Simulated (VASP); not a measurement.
# PbS (R3m) in VASP: further runs

The runs below take PbS through single point, with LDA, r2SCAN, PBE.

Everything below comes from runs of VASP 6.6.1. Logs are shortened: lines on timing, memory, paths and dates and some standing lists are left out, and cuts for length are marked.

## (1) The cell of the first run

The structure is trigonal, space group R3m (No. 160). Conventional cell: a = 4.225 Å, b = 4.225 Å, c = 10.356 Å, α = 90.00°, β = 90.00°, γ = 120.00°. Pb (site symmetry 3m) has 6 S at 2.96 to 3.02 Å within 3.9 Å. Within 3.9 Å of S (site symmetry 3m) lie 6 Pb at 2.96 to 3.02 Å.

## (2) Single point, LDA

INCAR reads:

```
  PREC = Accurate
  ENCUT = 500
  EDIFF = 1E-6
  ISMEAR = 0
  SIGMA = 0.1
  LREAL = F
  LASPH = T
  NELM = 120
  ALGO = Normal
  ISIF = 2
  LWAVE = F
  LCHARG = F
  GGA = CA
  NBANDS = 17
  ISYM = 0
  GGA_COMPAT = F
```

KPOINTS reads:

```
Automatic mesh
0
Gamma
  1 2 7
  0.25 0.25 0.25
```

POSCAR reads:

```
PbS
1.0
    2.1126617058      1.2197458045      3.4519162518
   -2.1126617058      1.2197458045      3.4519162518
    0.0000000000     -2.4394916091      3.4519162518
Pb S
1 1
Direct
    0.9805657800      0.9805657800      0.9805657800
    0.4750355500      0.4750355500      0.4750355500
```

Potentials or basis: VASP PAW LDA potentials, release 64 (Pb_d, S).

Run with:

```
$ cat potpaw_LDA.64/Pb_d/POTCAR potpaw_LDA.64/S/POTCAR > POTCAR
$ mpirun -np 1 vasp_std > vasp.out
```

OUTCAR:

```text
PREC = Accurate
   ENCUT = 500
   EDIFF = 1E-6
   ISMEAR = 0
   LREAL = F
   LASPH = T
   NELM = 120
   ISIF = 2
   GGA = CA
   ISYM = 0

 ion  position               nearest neighbor table
   1  0.981  0.981  0.981-   2 2.96   2 2.96   2 2.96   2 3.02   2 3.02   2 3.02
   2  0.475  0.475  0.475-   1 2.96   1 2.96   1 2.96   1 3.02   1 3.02   1 3.02

IMPORTANT INFORMATION: All symmetrisations will be switched off!
NOSYMM: (Re-)initialisation of all symmetry stuff for point group C_1.

----------------------------------------------------------------------------------------

                                     Primitive cell

  volume of cell :      53.3717

  direct lattice vectors                    reciprocal lattice vectors
     2.112661706  1.219745805  3.451916252     0.236668274  0.136640492  0.096564722
    -2.112661706  1.219745805  3.451916252    -0.236668274  0.136640492  0.096564722
     0.000000000 -2.439491609  3.451916252     0.000000000 -0.273280984  0.096564722

  length of vectors
     4.226919105  4.226919105  4.226919105     0.289840028  0.289840028  0.289840028

  position of ions in fractional coordinates (direct lattice)
     0.980565780  0.980565780  0.980565780
     0.475035550  0.475035550  0.475035550

  ion indices of the primitive-cell ions
   primitive index   ion index
                 1           1
                 2           2

----------------------------------------------------------------------------------------

 KPOINTS: Automatic mesh

Automatic generation of k-mesh.
 Grid dimensions read from file:
 generate k-points for:    1    2    7

 Generating k-lattice:

  Cartesian coordinates                     Fractional coordinates (reciprocal lattice)
     0.236668274  0.136640492  0.096564722     1.000000000  0.000000000  0.000000000
    -0.118334137  0.068320246  0.048282361     0.000000000  0.500000000  0.000000000
     0.000000000 -0.039040141  0.013794960     0.000000000  0.000000000  0.142857143

  Length of vectors
     0.289840028  0.144920014  0.041405718

  Shift w.r.t. Gamma in fractional coordinates (k-lattice)
     0.250000000  0.250000000  0.250000000

 -----------------------------------------------------------------------------
|                                                                             |
|           W    W    AA    RRRRR   N    N  II  N    N   GGGG   !!!           |
[... 56 lines left out ...]
   ENCUT  =  500.0 eV  36.75 Ry    6.06 a.u.   7.71  7.71  7.71*2*pi/ulx,y,z
   NELM   =    120;   NELMIN=  2; NELMDL= -5     # of ELM steps
   EDIFF  = 0.1E-05   stopping-criterion for ELM
   LREAL  =      F    real-space projection
   EDIFFG = 0.1E-04   stopping-criterion for IOM
   NSW    =      0    number of steps for IOM
   IBRION =     -1    ionic relax: 0-MD 1-quasi-New 2-CG
   NFREE  =      0    steps in history (QN), initial steepest desc. (CG)
   ISIF   =      2    stress and relaxation
   ISYM   =      0    0-nonsym 1-usesym 2-fastsym
   POTIM  = 0.5000    time-step for ionic-motion
   TEBEG  =    0.0;   TEEND  =   0.0 temperature during run
   PSTRESS=    0.0 pullay stress
   NELECT =      20.0000    total number of electrons
   NUPDOWN=      -1.0000    fix difference up-down
   EMIN   =  10.00;   EMAX   =-10.00  energy-range for DOS
   EFERMI =   0.00;   METHOD = LEGACY
   ISMEAR =     0;   SIGMA  =   0.10  broadening in eV -4-tet -1-fermi 0-gaus
   EFERMI_NEDOS =   21; number of points for ismear=-14 and -15
   IALGO  =     38    algorithm
   IMIX   =      4    mixing-type and parameters
     AMIX     =   0.40;   BMIX     =  1.00
     AMIX_MAG =   1.60;   BMIX_MAG =  1.00
  volume/ion in A,a.u.               =      26.69       180.08
  Fermi-wavevector in a.u.,A,eV,Ry     =   1.180270  2.230386 18.953411  1.393036
  Thomas-Fermi vector in A             =   2.316565
   LORBIT       =      0    0 simple, 1 ext, 2 COOP (PROOUT), +10 PAW based schemes
   GGA     = CA    functional components
   LHFCALC =     F    Hartree Fock is set to
   AEXX    =    0.0000 exact exchange contribution
   IVDW    =     0    specifies the selected vdW correction
   LEPSILON=     F    determine dielectric tensor
   LRPA    =     F    only Hartree local field effects (RPA)
 non-spin polarized calculation
 Gauss-broadening in eV      SIGMA  =   0.10
  energy-cutoff  :      500.00
  volume of cell :       53.37
 maximum number of plane-waves:      1365
 NGX is ok and might be reduce to    30
   NGX = 15   NGY = 15   NGZ = 15

 number of electron      20.0000002 magnetization

 Free energy of the ion-electron system (eV)
  ---------------------------------------------------
  ext. energy  EPLUGINS =         0.00000000
  ---------------------------------------------------
  free energy    TOTEN  =       -10.03502605 eV

  energy without entropy =      -10.03502605  energy(sigma->0) =      -10.03502605

 E-fermi :   4.8833     XC(G=0):  -9.9290

 val. band max:        4.3504829084   @ k =   0.2500   0.1250  -0.3929
 cond. band min:       6.7511182813   @ k =   0.2500   0.1250  -0.3929
 fundamental gap:      2.4006353728
 Fermi energy:         4.8832710885

 k-point     1 :       0.2500    0.1250    0.0357
  band No.  band energies     occupation
      1     -11.4542      2.00000
      2     -11.4444      2.00000
      3     -11.4324      2.00000
      4     -11.4265      2.00000
      5     -11.4078      2.00000
      6      -7.6790      2.00000
[... 257 lines left out ...]
      4     -11.4133      2.00000
      5     -11.3920      2.00000
      6      -6.5696      2.00000
[... 9 lines left out ...]
     16      15.9546      0.00000
     17      16.8595      0.00000

------------------------ aborting loop because EDIFF is reached ----------------------------------------

  FORCE on cell =-STRESS in cart. coord.  units (eV):
  Direction    XX          YY          ZZ          XY          YZ          ZX
  --------------------------------------------------------------------------------------
  -------------------------------------------------------------------------------------
  Total       -1.6707503     -0.8510044     -1.4860133     -0.1356059     -0.1097870      0.2248458
  in kB      -50.1546639    -25.5465110    -44.6089999     -4.0707865     -3.2957241      6.7497028
  external PRESSURE =     -40.1033916 kB  Pullay stress =       0.0000000 kB

 VOLUME and BASIS-vectors are now :
 -----------------------------------------------------------------------------
  energy-cutoff  :      500.00
  volume of cell :       53.37
      direct lattice vectors                 reciprocal lattice vectors
     2.112661706  1.219745805  3.451916252     0.236668274  0.136640492  0.096564722
    -2.112661706  1.219745805  3.451916252    -0.236668274  0.136640492  0.096564722
     0.000000000 -2.439491609  3.451916252     0.000000000 -0.273280984  0.096564722

 POSITION                                       TOTAL-FORCE (eV/Angst)
 -----------------------------------------------------------------------------------
      0.00000     -0.00000     10.15449        -0.028111     -0.004983     -0.028779
      0.00000     -0.00000      4.91935         0.028111      0.004983      0.028779
 -----------------------------------------------------------------------------------
    total drift:                               -0.000003      0.000064     -0.000672

  FREE ENERGIE OF THE ION-ELECTRON SYSTEM (eV)
  ---------------------------------------------------
  free  energy   TOTEN  =       -10.0350260508 eV

  energy  without entropy=      -10.0350260508  energy(sigma->0) =      -10.03502605
```

OSZICAR:

```text
N       E                     dE             d eps       ncg     rms          rms(c)
DAV:   1     0.154122085794E+03    0.15412E+03   -0.91369E+03   476   0.122E+03
DAV:   2     0.165619668144E+01   -0.15247E+03   -0.14655E+03   525   0.312E+02
DAV:   3    -0.101874071849E+02   -0.11844E+02   -0.11768E+02   599   0.915E+01
DAV:   4    -0.104827172269E+02   -0.29531E+00   -0.29504E+00   632   0.158E+01
DAV:   5    -0.104935711288E+02   -0.10854E-01   -0.10852E-01   704   0.292E+00    0.426E+00
DAV:   6    -0.100468569623E+02    0.44671E+00   -0.13023E+00   765   0.777E+00    0.295E+00
DAV:   7    -0.100393920294E+02    0.74649E-02   -0.10443E-01   576   0.163E+00    0.166E+00
DAV:   8    -0.100353936693E+02    0.39984E-02   -0.12218E-02   594   0.105E+00    0.253E-01
DAV:   9    -0.100350065383E+02    0.38713E-03   -0.24441E-03   728   0.377E-01    0.836E-02
DAV:  10    -0.100350320321E+02   -0.25494E-04   -0.16055E-04   578   0.736E-02    0.630E-02
DAV:  11    -0.100350260991E+02    0.59330E-05   -0.22008E-05   640   0.476E-02    0.855E-03
DAV:  12    -0.100350260508E+02    0.48322E-07   -0.64342E-07   353   0.971E-03
   1 F= -.10035026E+02 E0= -.10035026E+02  d E =-.189531E-14
```

stdout:

```text
POSCAR found type information on POSCAR PbS
 POSCAR found :  2 types and       2 ions
 scaLAPACK will be used
 LDA part: xc-table for (Slater(with rela. corr.)+CA(PZ))
 , standard interpolation
 -----------------------------------------------------------------------------
|                                                                             |
|           W    W    AA    RRRRR   N    N  II  N    N   GGGG   !!!           |
|           W    W   A  A   R    R  NN   N  II  NN   N  G    G  !!!           |
|           W    W  A    A  R    R  N N  N  II  N N  N  G       !!!           |
|           W WW W  AAAAAA  RRRRR   N  N N  II  N  N N  G  GGG   !            |
|           WW  WW  A    A  R   R   N   NN  II  N   NN  G    G                |
|           W    W  A    A  R    R  N    N  II  N    N   GGGG   !!!           |
|                                                                             |
|     Your reciprocal lattice and k-lattice belong to different lattice       |
|     classes:                                                                |
|                                                                             |
|        The reciprocal lattice is rhombohedral (trigonal),                   |
|        whereas your k-lattice is triclinic.                                 |
|                                                                             |
|     Results are often still useful ...                                      |
|                                                                             |
 -----------------------------------------------------------------------------

 POSCAR, INCAR and KPOINTS ok, starting setup
 FFT: planning ... GRIDC
 FFT: planning ... GRID_SOFT
 FFT: planning ... GRID
 WAVECAR not read
 entering main loop
```

It took 15 s on 1 thread of AMD EPYC 7R13, shared host; peak memory 0.12 GiB.

What came out:

```yaml
Free_energy: -10.0350 eV
Pressure: -4.0 GPa
Largest_force: 0.041 eV/Å
Band_gap_on_the_k_mesh: 2.40 eV, direct
```

Forces in eV/Å, atoms in the order of the input:
```
Pb  -0.028 -0.005 -0.029
S    0.028  0.005  0.029
```

Caveat: the k points lie up to 1.82 Å⁻¹ apart; spin-orbit coupling is left out, which moves the levels of the heavy elements.

(Part 1 of 2 ends here.)
